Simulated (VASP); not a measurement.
# MgO (lda) (Fm-3m) in VASP: a series of runs

MgO (lda) is run at these levels: LDA; tasks: single point.

All numbers are computed with VASP 6.6.1; they aren't measurements. Logs are shortened: lines on timing, memory, paths and dates and some standing lists are left out, and cuts for length are marked.

### 1 The cell of the first run

The structure is cubic, space group Fm-3m (No. 225). Conventional cell: a = 4.013 Å, b = 4.013 Å, c = 4.013 Å, α = 90.00°, β = 90.00°, γ = 90.00°. Within 2.7 Å of Mg (site symmetry m-3m) lie 6 O at 2.01 Å. O (site symmetry m-3m) has 6 Mg at 2.01 Å within 2.7 Å.

### 2 Single point, LDA

Input file INCAR:

```
PREC = Accurate ; ENCUT = 600
EDIFF = 1E-6 ; ISMEAR = 0
SIGMA = 0.02 ; LREAL = False
LASPH = True ; NELM = 120
ALGO = Normal ; ISIF = 2
LWAVE = False ; LCHARG = False
GGA = CA ; NBANDS = 11
GGA_COMPAT = False
```

Input file KPOINTS:

```
Automatic mesh
0
Gamma
  10 10 10
```

Input file POSCAR:

```
MgO
1.0
    0.0000000000      2.0062900511      2.0062900511
    2.0062900511      0.0000000000      2.0062900511
    2.0062900511      2.0062900511      0.0000000000
Mg O
1 1
Direct
    0.0000000000      0.0000000000      0.0000000000
    0.5000000000      0.5000000000      0.5000000000
```

Potentials or basis: VASP PAW LDA potentials, release 64 (Mg, O).

Run with:

```sh
> cat potpaw_LDA.64/Mg/POTCAR potpaw_LDA.64/O/POTCAR > POTCAR
> mpirun -np 1 vasp_std > vasp.out
```

OUTCAR:

```text
PREC = Accurate
   ENCUT = 600
   EDIFF = 1E-6
   ISMEAR = 0
   LREAL = False
   LASPH = True
   NELM = 120
   ISIF = 2
   GGA = CA

 ion  position               nearest neighbor table
   1  0.000  0.000  0.000-   2 2.01   2 2.01   2 2.01   2 2.01   2 2.01   2 2.01
   2  0.500  0.500  0.500-   1 2.01   1 2.01   1 2.01   1 2.01   1 2.01   1 2.01

  LATTYP: Found a face centered cubic cell.
 ALAT       =     4.0125801022

  Lattice vectors:

 A1 = (   0.0000000000,   2.0062900511,   2.0062900511)
 A2 = (   2.0062900511,   0.0000000000,   2.0062900511)
 A3 = (   2.0062900511,   2.0062900511,   0.0000000000)

Analysis of symmetry for initial positions (statically):
=====================================================================
 Subroutine PRICEL returns:
 Original cell was already a primitive cell.

 Routine SETGRP: Setting up the symmetry group for a
 face centered cubic supercell.

 Subroutine GETGRP returns: Found 48 space group operations
 (whereof 48 operations were pure point group operations)
 out of a pool of 48 trial point group operations.

The static configuration has the point symmetry O_h .

Analysis of symmetry for dynamics (positions and initial velocities):
=====================================================================
 Subroutine PRICEL returns:
 Original cell was already a primitive cell.

 Routine SETGRP: Setting up the symmetry group for a
 face centered cubic supercell.

 Subroutine GETGRP returns: Found 48 space group operations
 (whereof 48 operations were pure point group operations)
 out of a pool of 48 trial point group operations.

The dynamic configuration has the point symmetry O_h .

 Subroutine INISYM returns: Found 48 space group operations
 (whereof 48 operations are pure point group operations),
 and found     1 'primitive' translations

----------------------------------------------------------------------------------------

                                     Primitive cell

  volume of cell :      16.1514

  direct lattice vectors                    reciprocal lattice vectors
     0.000000000  2.006290051  2.006290051    -0.249216209  0.249216209  0.249216209
     2.006290051  0.000000000  2.006290051     0.249216209 -0.249216209  0.249216209
     2.006290051  2.006290051  0.000000000     0.249216209  0.249216209 -0.249216209

  length of vectors
     2.837322600  2.837322600  2.837322600     0.431655135  0.431655135  0.431655135

  position of ions in fractional coordinates (direct lattice)
     0.000000000  0.000000000  0.000000000
     0.500000000  0.500000000  0.500000000

  ion indices of the primitive-cell ions
   primitive index   ion index
                 1           1
                 2           2

----------------------------------------------------------------------------------------

 KPOINTS: Automatic mesh

Automatic generation of k-mesh.
 Grid dimensions read from file:
 generate k-points for:   10   10   10

 Generating k-lattice:

  Cartesian coordinates                     Fractional coordinates (reciprocal lattice)
    -0.024921621  0.024921621  0.024921621     0.100000000  0.000000000  0.000000000
     0.024921621 -0.024921621  0.024921621     0.000000000  0.100000000  0.000000000
     0.024921621  0.024921621 -0.024921621     0.000000000  0.000000000  0.100000000

  Length of vectors
     0.043165514  0.043165514  0.043165514

  Shift w.r.t. Gamma in fractional coordinates (k-lattice)
     0.000000000  0.000000000  0.000000000

 Subroutine IBZKPT returns following result:
 ===========================================

 Found     47 irreducible k-points:

 Following reciprocal coordinates:
            Coordinates               Weight
  0.000000  0.000000  0.000000      1.000000
  0.100000  0.000000  0.000000      8.000000
  0.200000  0.000000  0.000000      8.000000
  0.300000  0.000000  0.000000      8.000000
  0.400000  0.000000  0.000000      8.000000
  0.500000  0.000000  0.000000      4.000000
[... 16 lines left out ...]
  0.300000  0.300000  0.000000      6.000000
  0.400000  0.300000  0.000000     24.000000
 [... further k-points ...]
   k-points           NKPTS =     47   k-points in BZ     NKDIM =     47   number of bands    NBANDS=     11
   number of dos      NEDOS =    301   number of ions     NIONS =      2
   total plane-waves  NPLWV =  13824
   dimension x,y,z NGX =    24 NGY =   24 NGZ =   24
   dimension x,y,z NGXF=    48 NGYF=   48 NGZF=   48
   ions per type =               1   1
   NGX,Y,Z   is equivalent  to a cutoff of  14.06, 14.06, 14.06 a.u.
   NGXF,Y,Z  is equivalent  to a cutoff of  28.12, 28.12, 28.12 a.u.
 SYSTEM =  unknown system
   PREC   = accura    normal or accurate (medium, high low for compatibility)
   ISTART =      0    job   : 0-new  1-cont  2-samecut
   ICHARG =      2    charge: 1-file 2-atom 10-const
   ISPIN  =      1    spin polarized calculation?
   LNONCOLLINEAR =      F non collinear calculations
   LSORBIT =      F    spin-orbit coupling
   LASPH  =      T    aspherical Exc in radial PAW
   ENCUT  =  600.0 eV  44.10 Ry    6.64 a.u.   5.67  5.67  5.67*2*pi/ulx,y,z
   NELM   =    120;   NELMIN=  2; NELMDL= -5     # of ELM steps
   EDIFF  = 0.1E-05   stopping-criterion for ELM
   LREAL  =      F    real-space projection
   EDIFFG = 0.1E-04   stopping-criterion for IOM
   NSW    =      0    number of steps for IOM
   IBRION =     -1    ionic relax: 0-MD 1-quasi-New 2-CG
   NFREE  =      0    steps in history (QN), initial steepest desc. (CG)
   ISIF   =      2    stress and relaxation
   ISYM   =      2    0-nonsym 1-usesym 2-fastsym
   POTIM  = 0.5000    time-step for ionic-motion
   TEBEG  =    0.0;   TEEND  =   0.0 temperature during run
   PSTRESS=    0.0 pullay stress
   NELECT =       8.0000    total number of electrons
   NUPDOWN=      -1.0000    fix difference up-down
   EMIN   =  10.00;   EMAX   =-10.00  energy-range for DOS
   EFERMI =   0.00;   METHOD = LEGACY
   ISMEAR =     0;   SIGMA  =   0.02  broadening in eV -4-tet -1-fermi 0-gaus
   EFERMI_NEDOS =   21; number of points for ismear=-14 and -15
   IALGO  =     38    algorithm
   IMIX   =      4    mixing-type and parameters
     AMIX     =   0.40;   BMIX     =  1.00
     AMIX_MAG =   1.60;   BMIX_MAG =  1.00
  volume/ion in A,a.u.               =       8.08        54.50
  Fermi-wavevector in a.u.,A,eV,Ry     =   1.295292  2.447747 22.827611  1.677782
  Thomas-Fermi vector in A             =   2.426821
   LORBIT       =      0    0 simple, 1 ext, 2 COOP (PROOUT), +10 PAW based schemes
   GGA     = CA    functional components
   LHFCALC =     F    Hartree Fock is set to
   AEXX    =    0.0000 exact exchange contribution
   IVDW    =     0    specifies the selected vdW correction
   LEPSILON=     F    determine dielectric tensor
   LRPA    =     F    only Hartree local field effects (RPA)
 non-spin polarized calculation
 Gauss-broadening in eV      SIGMA  =   0.02
  energy-cutoff  :      600.00
  volume of cell :       16.15
 maximum number of plane-waves:       548
   NGX = 11   NGY = 11   NGZ = 11

 number of electron       8.0000000 magnetization

 Free energy of the ion-electron system (eV)
  ---------------------------------------------------
  ext. energy  EPLUGINS =         0.00000000
  ---------------------------------------------------
  free energy    TOTEN  =       -13.34448891 eV

  energy without entropy =      -13.34448891  energy(sigma->0) =      -13.34448891

 E-fermi :   4.2860     XC(G=0): -12.3122

 val. band max:        4.0764066100   @ k =   0.0000   0.0000   0.0000
 cond. band min:      10.2912229461   @ k =   0.0000   0.0000   0.0000
 fundamental gap:      6.2148163361
 Fermi energy:         4.2859708390

 k-point     1 :       0.0000    0.0000    0.0000
  band No.  band energies     occupation
      1     -13.7563      2.00000
      2       4.0764      2.00000
      3       4.0764      2.00000
      4       4.0764      2.00000
      5      10.2912      0.00000
      6      20.3865      0.00000
      7      20.3865      0.00000
      8      20.3865      0.00000
      9      24.8108      0.00000
     10      26.6446      0.00000
     11      26.6446      0.00000

 k-point     2 :       0.1000    0.0000    0.0000
  band No.  band energies     occupation
      1     -13.6169      2.00000
      2       3.3861      2.00000
      3       3.9871      2.00000
      4       3.9871      2.00000
      5      10.8936      0.00000
      6      19.1181      0.00000
      7      20.6832      0.00000
      8      20.6832      0.00000
      9      26.0906      0.00000
     10      26.0906      0.00000
     11      26.7033      0.00000

 k-point     3 :       0.2000    0.0000    0.0000
  band No.  band energies     occupation
      1     -13.2293      2.00000
      2       1.8969      2.00000
      3       3.7618      2.00000
      4       3.7618      2.00000
      5      12.0248      0.00000
      6      17.6831      0.00000
      7      21.3521      0.00000
      8      21.3521      0.00000
      9      25.4712      0.00000
     10      25.4712      0.00000
     11      28.3958      0.00000

 k-point     4 :       0.3000    0.0000    0.0000
  band No.  band energies     occupation
      1     -12.6930      2.00000
      2       0.3292      2.00000
      3       3.4990      2.00000
      4       3.4990      2.00000
      5      12.7227      0.00000
      6      17.3456      0.00000
      7      21.7435      0.00000
      8      21.7435      0.00000
      9      25.8985      0.00000
     10      25.8985      0.00000
     11      27.8519      0.00000

 k-point     5 :       0.4000    0.0000    0.0000
  band No.  band energies     occupation
      1     -12.1959      2.00000
      2      -0.8610      2.00000
      3       3.2971      2.00000
      4       3.2971      2.00000
      5      12.8038      0.00000
      6      17.8433      0.00000
      7      21.6841      0.00000
      8      21.6841      0.00000
      9      27.1874      0.00000
     10      27.2577      0.00000
     11      27.2577      0.00000
[... 211 lines left out ...]
 k-point    21 :      -0.3000    0.2000    0.0000
  band No.  band energies     occupation
      1     -12.0977      2.00000
      2      -0.1664      2.00000
      3       1.9014      2.00000
      4       3.2295      2.00000
      5      14.4735      0.00000
      6      16.8749      0.00000
      7      19.7309      0.00000
      8      22.8578      0.00000
      9      25.4033      0.00000
     10      26.7384      0.00000
     11      31.3909      0.00000

 k-point    22 :      -0.2000    0.2000    0.0000
  band No.  band energies     occupation
      1     -12.5368      2.00000
      2       0.5661      2.00000
      3       2.4549      2.00000
      4       3.4819      2.00000
      5      13.8980      0.00000
      6      16.5410      0.00000
      7      20.5816      0.00000
      8      23.3399      0.00000
      9      23.3558      0.00000
     10      26.8625      0.00000
     11      31.1941      0.00000

 k-point    23 :       0.3000    0.3000    0.0000
  band No.  band energies     occupation
      1     -12.4301      2.00000
      2       0.4750      2.00000
      3       2.9596      2.00000
      4       2.9596      2.00000
      5      14.4250      0.00000
      6      14.5107      0.00000
      7      19.8720      0.00000
      8      23.5097      0.00000
      9      23.5097      0.00000
     10      29.5725      0.00000
     11      34.2550      0.00000

 k-point    24 :       0.4000    0.3000    0.0000
  band No.  band energies     occupation
      1     -12.0873      2.00000
      2      -0.0570      2.00000
      3       2.5185      2.00000
      4       2.7838      2.00000
      5      14.1668      0.00000
      6      15.2730      0.00000
      7      19.0109      0.00000
      8      23.9034      0.00000
      9      24.1446      0.00000
     10      30.4663      0.00000
     11      33.8253      0.00000

 [... further k-points ...]
[... 5 lines left out ...]
  --------------------------------------------------------------------------------------
  -------------------------------------------------------------------------------------
  Total        2.1335495      2.1335495      2.1335495      0.0000000      0.0000000      0.0000000
  in kB      211.6421397    211.6421397    211.6421397      0.0000000      0.0000000      0.0000000
  external PRESSURE =     211.6421397 kB  Pullay stress =       0.0000000 kB

 VOLUME and BASIS-vectors are now :
 -----------------------------------------------------------------------------
  energy-cutoff  :      600.00
  volume of cell :       16.15
      direct lattice vectors                 reciprocal lattice vectors
     0.000000000  2.006290051  2.006290051    -0.249216209  0.249216209  0.249216209
     2.006290051  0.000000000  2.006290051     0.249216209 -0.249216209  0.249216209
     2.006290051  2.006290051  0.000000000     0.249216209  0.249216209 -0.249216209

 POSITION                                       TOTAL-FORCE (eV/Angst)
 -----------------------------------------------------------------------------------
      0.00000      0.00000      0.00000         0.000000      0.000000      0.000000
      2.00629      2.00629      2.00629        -0.000000     -0.000000      0.000000
 -----------------------------------------------------------------------------------
    total drift:                               -0.000000     -0.000000      0.000000

  FREE ENERGIE OF THE ION-ELECTRON SYSTEM (eV)
  ---------------------------------------------------
  free  energy   TOTEN  =       -13.3444889143 eV

  energy  without entropy=      -13.3444889143  energy(sigma->0) =      -13.34448891
```

It took 3.3 s on 1 thread of Intel Xeon 6975P-C (Granite Rapids), shared host; peak memory 0.13 GiB.

What came out:

| Item | Value |
| --- | --- |
| Free energy | -13.3445 eV |
| Pressure | 21.2 GPa |
| Band gap on the k mesh | 6.21 eV, direct |

As with any semilocal functional, this LDA gap is likely too small.

### 3 Single point, LDA

Input file INCAR:

```
SYSTEM = MgO
PREC = Accurate ; ENCUT = 600
EDIFF = 1E-6 ; ISMEAR = 0
SIGMA = 0.02 ; LREAL = .FALSE.
LASPH = .TRUE. ; NELM = 120
ALGO = Normal ; ISIF = 2
LWAVE = .FALSE. ; LCHARG = .FALSE.
NBANDS = 11 ; GGA_COMPAT = .FALSE.
```

Input file KPOINTS:

```
regular mesh
0
G
  10 10 10
  0 0 0
```

POSCAR is that of step 2.

Potentials or basis: VASP PAW LDA potentials, release 64 (Mg, O).

Run with:

```sh
> cat potpaw_LDA.64/Mg/POTCAR potpaw_LDA.64/O/POTCAR > POTCAR
> mpirun -np 1 vasp_std > vasp.out
```

It took 3.2 s on 1 thread of Intel Xeon 6975P-C (Granite Rapids), shared host; peak memory 0.13 GiB.

The run converged. Its results:

| Quantity | Value |
| --- | --- |
| Free energy | -13.3445 eV |
| Pressure | 21.2 GPa |
| Band gap on the k mesh | 6.21 eV, direct |

Levels at points of the mesh, in eV from the valence-band top:
```csv
k point,band 1,band 2,band 3,band 4,band 5,band 6,band 7,band 8
"(0.00, 0.00, 0.00)",-17.83,0.00,0.00,0.00,6.21,16.31,16.31,16.31
"(0.50, 0.00, 0.00)",-16.06,-5.39,-0.85,-0.85,8.69,14.09,17.53,17.53
"(0.50, 0.50, 0.00)",-15.74,-4.79,-1.59,-1.59,8.99,11.37,14.50,20.94
```
